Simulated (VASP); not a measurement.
# AlN in VASP: a series of runs, part 2 of 2

VASP 6.6.1.

### 4 Single point, LDA

This run uses another cell than the first one, of 9.46 Å³/atom, 0.861 times its volume.

Input file INCAR:

```
SYSTEM = AlN
PREC = Accurate
ENCUT = 520
EDIFF = 1E-6
ISMEAR = 0
SIGMA = 0.05
LREAL = .FALSE.
LASPH = .TRUE.
NELM = 80
ALGO = Normal
ISIF = 2
LWAVE = .FALSE.
LCHARG = .TRUE.
LELF = .TRUE.
LVHAR = .TRUE.
NBANDS = 16
```

Input file KPOINTS:

```
regular mesh
0
G
  9 9 6
  0 0 0
```

Input file POSCAR:

```
AlN
1.0
    3.0113999106      0.0000000000      0.0000000000
   -1.5056999553      2.6079488235      0.0000000000
    0.0000000000      0.0000000000      4.8199946833
Al N
2 2
Direct
    0.3147813304      0.6666666667      0.0015210182
    0.6852186696      0.3333333333      0.5015210182
    0.3498904753      0.6666666667      0.3834789818
    0.6501095247      0.3333333333      0.8834789818
```

Potentials or basis: VASP PAW LDA potentials, release 64 (Al, N).

The run is started by

```bash
$ cat potpaw_LDA.64/Al/POTCAR potpaw_LDA.64/N/POTCAR > POTCAR
$ mpirun -np 1 vasp_std > vasp.out
```

OUTCAR:

```text
SYSTEM = AlN
   PREC = Accurate
   ENCUT = 520
   EDIFF = 1E-6
   ISMEAR = 0
   LREAL = .FALSE.
   LASPH = .TRUE.
   NELM = 80
   ISIF = 2

 ion  position               nearest neighbor table
   1  0.315  0.667  0.002-   4 1.82   4 1.83   4 1.83   3 1.84   2 2.92   2 2.92   2 2.97   2 2.97
                             2 3.03   2 3.03
   2  0.685  0.333  0.502-   3 1.82   3 1.83   3 1.83   4 1.84   1 2.92   1 2.92   1 2.97   1 2.97
                             1 3.03   1 3.03
   3  0.350  0.667  0.383-   2 1.82   2 1.83   2 1.83   1 1.84
   4  0.650  0.333  0.883-   1 1.82   1 1.83   1 1.83   2 1.84

  LATTYP: Found a hexagonal cell.
 ALAT       =     3.0113999106
 C/A-ratio  =     1.6005827278

  Lattice vectors:

 A1 = (   3.0113999106,   0.0000000000,   0.0000000000)
 A2 = (  -1.5056999553,   2.6079488235,   0.0000000000)
 A3 = (   0.0000000000,   0.0000000000,   4.8199946833)

Analysis of symmetry for initial positions (statically):
=====================================================================
 Subroutine PRICEL returns:
 Original cell was already a primitive cell.

 Routine SETGRP: Setting up the symmetry group for a
 hexagonal supercell.

 Subroutine GETGRP returns: Found  2 space group operations
 (whereof  1 operations were pure point group operations)
 out of a pool of 24 trial point group operations.

The static configuration has the point symmetry C_1 .
 The point group associated with its full space group is C_2 .

Analysis of symmetry for dynamics (positions and initial velocities):
=====================================================================
 Subroutine PRICEL returns:
 Original cell was already a primitive cell.

 Routine SETGRP: Setting up the symmetry group for a
 hexagonal supercell.

 Subroutine GETGRP returns: Found  2 space group operations
 (whereof  1 operations were pure point group operations)
 out of a pool of 24 trial point group operations.

The dynamic configuration has the point symmetry C_1 .
 The point group associated with its full space group is C_2 .

 Subroutine INISYM returns: Found  2 space group operations
 (whereof  1 operations are pure point group operations),
 and found     1 'primitive' translations

----------------------------------------------------------------------------------------

                                     Primitive cell

  volume of cell :      37.8542

  direct lattice vectors                    reciprocal lattice vectors
     3.011399911  0.000000000  0.000000000     0.332071472  0.191721554  0.000000000
    -1.505699955  2.607948824  0.000000000     0.000000000  0.383443107  0.000000000
     0.000000000  0.000000000  4.819994683     0.000000000  0.000000000  0.207469109

  length of vectors
     3.011399911  3.011399911  4.819994683     0.383443107  0.383443107  0.207469109

  position of ions in fractional coordinates (direct lattice)
     0.314781330  0.666666667  0.001521018
     0.685218670  0.333333333  0.501521018
     0.349890475  0.666666667  0.383478982
     0.650109525  0.333333333  0.883478982

  ion indices of the primitive-cell ions
   primitive index   ion index
                 1           1
                 2           2
                 3           3
                 4           4

----------------------------------------------------------------------------------------

 KPOINTS: regular mesh

Automatic generation of k-mesh.
 Grid dimensions read from file:
 generate k-points for:    9    9    6

 Generating k-lattice:

  Cartesian coordinates                     Fractional coordinates (reciprocal lattice)
     0.036896830  0.021302395  0.000000000     0.111111111  0.000000000  0.000000000
     0.000000000  0.042604790  0.000000000     0.000000000  0.111111111  0.000000000
     0.000000000  0.000000000  0.034578185     0.000000000  0.000000000  0.166666667

  Length of vectors
     0.042604790  0.042604790  0.034578185

  Shift w.r.t. Gamma in fractional coordinates (k-lattice)
     0.000000000  0.000000000  0.000000000

 Subroutine IBZKPT returns following result:
 ===========================================

 Found    164 irreducible k-points:

 Following reciprocal coordinates:
            Coordinates               Weight
  0.000000  0.000000  0.000000      1.000000
  0.111111  0.000000  0.000000      2.000000
  0.000000  0.111111  0.000000      2.000000
 -0.111111  0.111111  0.000000      2.000000
  0.222222  0.000000  0.000000      2.000000
  0.000000  0.222222  0.000000      2.000000
[... 16 lines left out ...]
  0.333333  0.111111  0.000000      2.000000
 -0.111111  0.444444  0.000000      2.000000
 [... further k-points ...]
   k-points           NKPTS =    164   k-points in BZ     NKDIM =    164   number of bands    NBANDS=     16
   number of dos      NEDOS =    301   number of ions     NIONS =      4
   total plane-waves  NPLWV =  20736
   dimension x,y,z NGX =    24 NGY =   24 NGZ =   36
   dimension x,y,z NGXF=    48 NGYF=   48 NGZF=   72
   ions per type =               2   2
   NGX,Y,Z   is equivalent  to a cutoff of  13.25, 13.25, 12.42 a.u.
   NGXF,Y,Z  is equivalent  to a cutoff of  26.50, 26.50, 24.83 a.u.
 SYSTEM =  AlN
   PREC   = accura    normal or accurate (medium, high low for compatibility)
   ISTART =      0    job   : 0-new  1-cont  2-samecut
   ICHARG =      2    charge: 1-file 2-atom 10-const
   ISPIN  =      1    spin polarized calculation?
   LNONCOLLINEAR =      F non collinear calculations
   LSORBIT =      F    spin-orbit coupling
   LASPH  =      T    aspherical Exc in radial PAW
   ENCUT  =  520.0 eV  38.22 Ry    6.18 a.u.   5.60  5.60  8.96*2*pi/ulx,y,z
   NELM   =     80;   NELMIN=  2; NELMDL= -5     # of ELM steps
   EDIFF  = 0.1E-05   stopping-criterion for ELM
   LREAL  =      F    real-space projection
   EDIFFG = 0.1E-04   stopping-criterion for IOM
   NSW    =      0    number of steps for IOM
   IBRION =     -1    ionic relax: 0-MD 1-quasi-New 2-CG
   NFREE  =      0    steps in history (QN), initial steepest desc. (CG)
   ISIF   =      2    stress and relaxation
   ISYM   =      2    0-nonsym 1-usesym 2-fastsym
   POTIM  = 0.5000    time-step for ionic-motion
   TEBEG  =    0.0;   TEEND  =   0.0 temperature during run
   PSTRESS=    0.0 pullay stress
   NELECT =      16.0000    total number of electrons
   NUPDOWN=      -1.0000    fix difference up-down
   EMIN   =  10.00;   EMAX   =-10.00  energy-range for DOS
   EFERMI =   0.00;   METHOD = LEGACY
   ISMEAR =     0;   SIGMA  =   0.05  broadening in eV -4-tet -1-fermi 0-gaus
   EFERMI_NEDOS =   21; number of points for ismear=-14 and -15
   IALGO  =     38    algorithm
   IMIX   =      4    mixing-type and parameters
     AMIX     =   0.40;   BMIX     =  1.00
     AMIX_MAG =   1.60;   BMIX_MAG =  1.00
  volume/ion in A,a.u.               =       9.46        63.86
  Fermi-wavevector in a.u.,A,eV,Ry     =   1.228599  2.321715 20.537387  1.509455
  Thomas-Fermi vector in A             =   2.363518
   LORBIT       =      0    0 simple, 1 ext, 2 COOP (PROOUT), +10 PAW based schemes
   GGA     = CA    functional components
   LHFCALC =     F    Hartree Fock is set to
   AEXX    =    0.0000 exact exchange contribution
   IVDW    =     0    specifies the selected vdW correction
   LEPSILON=     F    determine dielectric tensor
   LRPA    =     F    only Hartree local field effects (RPA)
 non-spin polarized calculation
 Gauss-broadening in eV      SIGMA  =   0.05
  energy-cutoff  :      520.00
  volume of cell :       37.85
 maximum number of plane-waves:      1038
   NGX = 11   NGY = 11   NGZ = 17

 number of electron      15.9999998 magnetization

 Free energy of the ion-electron system (eV)
  ---------------------------------------------------
  ext. energy  EPLUGINS =         0.00000000
  ---------------------------------------------------
  free energy    TOTEN  =       -32.63748080 eV

  energy without entropy =      -32.63748080  energy(sigma->0) =      -32.63748080

 E-fermi :   7.1762     XC(G=0): -11.6819

 val. band max:        6.9106938813   @ k =   0.0000   0.0000   0.0000
 cond. band min:      11.7986704612   @ k =   0.3333   0.3333   0.0000
 fundamental gap:      4.8879765799
 Fermi energy:         7.1762144393

 k-point     1 :       0.0000    0.0000    0.0000
  band No.  band energies     occupation
      1      -8.7665      2.00000
      2      -6.2173      2.00000
      3       0.3757      2.00000
      4       5.9331      2.00000
      5       6.0002      2.00000
      6       6.5428      2.00000
[... 433 lines left out ...]
      3       1.6083      2.00000
      4       2.7189      2.00000
      5       2.8905      2.00000
      6       4.3483      2.00000
[... 8 lines left out ...]
     15      19.9604      0.00000
     16      22.5382      0.00000

 [... further k-points ...]
[... 5 lines left out ...]
  --------------------------------------------------------------------------------------
  -------------------------------------------------------------------------------------
  Total        4.6414610      4.7258152      4.3673053      0.0013435      0.0000000      0.0000000
  in kB      196.4496358    200.0199246    184.8460088      0.0568624      0.0000000      0.0000000
  external PRESSURE =     193.7718564 kB  Pullay stress =       0.0000000 kB

 VOLUME and BASIS-vectors are now :
 -----------------------------------------------------------------------------
  energy-cutoff  :      520.00
  volume of cell :       37.85
      direct lattice vectors                 reciprocal lattice vectors
     3.011399911  0.000000000  0.000000000     0.332071472  0.191721554  0.000000000
    -1.505699955  2.607948824  0.000000000     0.000000000  0.383443107  0.000000000
     0.000000000  0.000000000  4.819994683     0.000000000  0.000000000  0.207469109

 POSITION                                       TOTAL-FORCE (eV/Angst)
 -----------------------------------------------------------------------------------
     -0.05587      1.73863      0.00733         0.332243      0.017659     -0.001458
      1.56157      0.86932      2.41733        -0.332243     -0.017659     -0.001458
      0.04986      1.73863      1.84837        -0.114671      0.007744      0.001458
      1.45584      0.86932      4.25836         0.114671     -0.007744      0.001458
 -----------------------------------------------------------------------------------
    total drift:                               -0.000000     -0.000000      0.001006

  FREE ENERGIE OF THE ION-ELECTRON SYSTEM (eV)
  ---------------------------------------------------
  free  energy   TOTEN  =       -32.6374807952 eV

  energy  without entropy=      -32.6374807952  energy(sigma->0) =      -32.63748080
```

stdout:

```text
POSCAR found type information on POSCAR AlN
 POSCAR found :  2 types and       4 ions
 scaLAPACK will be used
 LDA part: xc-table for (Slater(with rela. corr.)+CA(PZ))
 , standard interpolation
 POSCAR, INCAR and KPOINTS ok, starting setup
 FFT: planning ... GRIDC
 FFT: planning ... GRID_SOFT
 FFT: planning ... GRID
 WAVECAR not read
 entering main loop
```

Wall time 33 s (1 thread of Intel Xeon 6975P-C (Granite Rapids), shared host); peak memory 0.19 GiB.

What came out:

| Quantity | Value |
| --- | --- |
| Free energy | -32.6375 eV |
| Pressure | 19.4 GPa |
| Largest force | 0.333 eV/Å |
| Band gap on the k mesh | 4.89 eV, indirect (least direct gap 5.08 eV) |

Forces in eV/Å, atoms in the order of the input:
```
Al   0.332  0.018 -0.001
Al  -0.332 -0.018 -0.001
N   -0.115  0.008  0.001
N    0.115 -0.008  0.001
```

Levels at points of the mesh, in eV from the valence-band top:
```csv
k point,band 5,band 6,band 7,band 8,band 9,band 10,band 11,band 12
"(0.00, 0.00, 0.00)",-0.91,-0.37,-0.18,0.00,5.08,7.38,11.22,11.41
"(0.00, 0.00, 0.50)",-0.64,-0.64,-0.59,-0.59,7.24,7.24,10.91,10.91
```
